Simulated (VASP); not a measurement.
Here is a VASP 6.6.1 calculation.

Contents of INCAR:

```
  PREC = Accurate
  ENCUT = 520
  EDIFF = 1E-6
  ISMEAR = 0
  SIGMA = 0.15
  LREAL = F
  LASPH = T
  NELM = 60
  ALGO = Fast
  ISIF = 2
  LWAVE = F
  LCHARG = T
  GGA = CA
  LELF = T
  LVHAR = T
  NBANDS = 28
```

Contents of KPOINTS:

```
Automatic mesh
0
Gamma
  18 18 6
```

Contents of POSCAR:

```
Ti3Al
1.0
    2.9442887422      0.0000000000      0.0000000000
   -1.4721443711      2.5498288469      0.0000000000
    0.0000000000      0.0000000000      9.3150356298
Ti Al
3 1
Direct
    0.6666666667      0.3333333333      0.0000000000
    0.3333333333      0.6666666667      0.7515223655
    0.3333333333      0.6666666667      0.2484776345
    0.6666666667      0.3333333333      0.5000000000
```

Potentials or basis: VASP PAW LDA potentials, release 64 (Ti_sv, Al).

Launch:

```sh
$ cat potpaw_LDA.64/Ti_sv/POTCAR potpaw_LDA.64/Al/POTCAR > POTCAR
$ mpirun -np 1 vasp_std > vasp.out
```

Task: Predict the band gap on the k mesh.

Result: Zero (an odd number of electrons rules out a gap without spin polarisation).

Task: Predict the pressure.

Result: -9.0 GPa.

Task: What does it give for the largest force?

Result: 0.073 eV/Å.

Forces in eV/Å, atoms in the order of the input:
```
Ti   0.000  0.000  0.000
Ti   0.000  0.000  0.073
Ti   0.000  0.000 -0.073
Al   0.000  0.000  0.000
```

Caveat: the cell stands under tension.
